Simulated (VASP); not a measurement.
Write the native input for VASP 6.6.1 that does the following.

| Property | Result |
| --- | --- |
| Task | electric field gradients |
| Functional | PBE |
| Potentials or basis | VASP PAW PBE potentials, release 64 (B, P) |
| Cutoff | 520 eV |
| k mesh | 15 × 15 × 15 |
| Occupations | fermi-dirac, width 0.05 eV |
| Spin | no spin polarisation |
| Dipole correction | no |
| Further INCAR settings | ALGO = Normal; EDIFF = 1e-08; NBANDS = 11 |

The structure of BP lies in POSCAR:

```
BP
1.0
    0.0000000000      2.2226808807      2.2226808807
    2.2226808807      0.0000000000      2.2226808807
    2.2226808807      2.2226808807      0.0000000000
B P
1 1
Direct
    0.0000000000      0.0000000000      0.0000000000
    0.7500000000      0.7500000000      0.7500000000
```

This cell differs from its parent crystal: volume scaled by 0.94.

One way to write it, as run:

INCAR

```
SYSTEM = BP
ALGO     = Normal         ! electronic algorithm
EDIFF    = 1E-8           ! SCF threshold, eV
ENCUT    = 520            ! plane-wave cutoff, eV
GGA      = PE             ! functional
ISIF     = 2              ! what is computed and relaxed
ISMEAR   = -1             ! smearing method
LASPH    = .True.         ! aspherical terms in the spheres
LCHARG   = .False.        ! write CHGCAR
LEFG     = .True.       
LREAL    = .False.        ! projectors in reciprocal space
LWAVE    = .False.        ! write WAVECAR
NBANDS   = 11             ! bands
NELM     = 100            ! most SCF steps
PREC     = Accurate       ! precision mode
SIGMA    = 0.05           ! smearing width, eV
```

KPOINTS

```
k-points
0
Gamma
  15 15 15
  0 0 0
```

Potentials or basis: VASP PAW PBE potentials, release 64 (B, P).

Run with:

```bash
$ cat potpaw_PBE.64/B/POTCAR potpaw_PBE.64/P/POTCAR > POTCAR
$ mpirun -np 1 vasp_std > vasp.out
```

It gave:

```json
{
  "Pressure": "12.4 GPa",
  "Band gap on the k mesh": "1.15 eV, indirect (least direct gap 3.50 eV)"
}
```

Caveat: without QUAD_EFG the Cq values of the log hold for a quadrupole moment of 1 mb, not for the nuclei.

It took 15 s on 1 thread of Intel(R) Xeon(R) Platinum 8375C CPU @ 2.90GHz (Ice Lake), on a shared host, peak memory 0.15 GiB.
